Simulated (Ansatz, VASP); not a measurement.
**One calculation of Te2Mo, two programs**

```
Te Mo
1.0
     3.49321    0.00000    0.00000
    -1.74660    3.02521    0.00000
     0.00000    0.00000   37.51612
Te Mo
8 4
Direct
  0.55045 0.82561 0.84032
  0.33333 0.66667 0.23184
  0.66667 0.33333 0.67200
  0.66667 0.33333 0.04531
  0.66667 0.33333 0.76816
  0.66667 0.33333 0.14156
  0.33333 0.66667 0.95469
  0.33333 0.66667 0.32800
  0.33333 0.66667 0.72002
  0.33333 0.66667 0.09343
  0.66667 0.33333 0.90657
  0.66667 0.33333 0.27998
```

Alike in both runs: task single point; functional PBEsol; k mesh 9 × 9 × 1; occupations gaussian, width 0.05 eV; no spin polarisation.

```csv
,VASP,Ansatz
version,VASP 6.6.1,Ansatz 0.2.0
potentials or method,"VASP PAW PBE potentials, release 64 (Te, Mo_sv), cutoff 520 eV","scalar-relativistic, plane waves, PAW"
valence electrons in the cell,104,184
```

```tsv
	VASP	Ansatz	Ansatz less VASP
gap on the k mesh at the Fermi level (eV)	none	none	-
rms of the force components (eV/Å)	0.542	0.545	+0.0023
```

VASP's potentials were made for PBE, not for PBEsol, and Ansatz warns of the same on its side. Atom by atom the forces differ by 0.013 eV/Å (rms over components). A gap of «none» marks a metal or a gap that the smearing closes. VASP's potentials hold 104 valence electrons a cell and Ansatz's 184, so a difference there can come from the potentials and not from the codes.

Neither program's run includes spin-orbit coupling.
